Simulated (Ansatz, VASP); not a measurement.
Two plane-wave programs on Ir

```
Ir
1.0
     0.00000    1.98603    1.98603
     1.98603    0.00000    1.98603
     1.98603    1.98603    0.00000
Ir
1
Direct
  0.00000 0.00000 0.00000
```

Alike in both runs: task single point; functional PBE; k mesh 23 × 23 × 23; occupations fermi-dirac, width 0.05 eV; collinear spin.

```csv
,VASP,Ansatz
version,VASP 6.6.1,Ansatz 0.2.0
potentials or method,"VASP PAW PBE potentials, release 64 (Ir), cutoff 520 eV","plane waves (420 eV) with PAW, scalar-relativistic"
valence electrons in the cell,9,17
```

|  | VASP | Ansatz | Ansatz less VASP |
| --- | --- | --- | --- |
| pressure (GPa) | -21.9 | -22.2 | -0.27 |
| net moment per atom (μB) | 0.00 | 0.00 | 0.000 |

VASP's potentials hold 9 valence electrons a cell and Ansatz's 17, so a difference there can come from the potentials and not from the codes. Ansatz's warnings: seeded moment not kept.

Neither program's run includes spin-orbit coupling.
